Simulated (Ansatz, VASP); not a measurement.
## Al2O3 in VASP and in Ansatz

```
Al O
1.0
     2.79811    0.00000    0.00000
     0.00000    2.79811    0.00000
     0.00000    0.00000    6.26106
Al O
2 3
Direct
  0.00000 0.00000 0.50000
  0.50000 0.50000 0.00000
  0.00000 0.00000 0.00000
  0.00000 0.50000 0.32983
  0.50000 0.00000 0.67017
```

Alike in both runs: functional PBE; k mesh 10 × 10 × 6; occupations gaussian, width 0.02 eV; no spin polarisation.

Ansatz relaxed the structure, and its values are those at the end. VASP's run is a single point on that final structure, the one shown.

|  | VASP | Ansatz |
| --- | --- | --- |
| version | VASP 6.6.1 | Ansatz 0.2.0 |
| potentials or method | VASP PAW PBE potentials, release 64 (Al, O), cutoff 520 eV | scalar-relativistic, plane waves, PAW |
| valence electrons in the cell | 24 | 24 |

Ansatz gave:

```
gap on the k mesh at the Fermi level (eV) : 2.09
least direct gap on the mesh (eV)         : 2.30
pressure (GPa)                            : 0.0
rms of the force components (eV/Å)        : 0.000
```

Task: What did VASP give for the same quantities?

Result: gap on the k mesh at the Fermi level (eV): 2.08; least direct gap on the mesh (eV): 2.28; pressure (GPa): 0.0; rms of the force components (eV/Å): 0.006.

With one functional, cell and mesh, what is left measures potentials, basis and numerics.
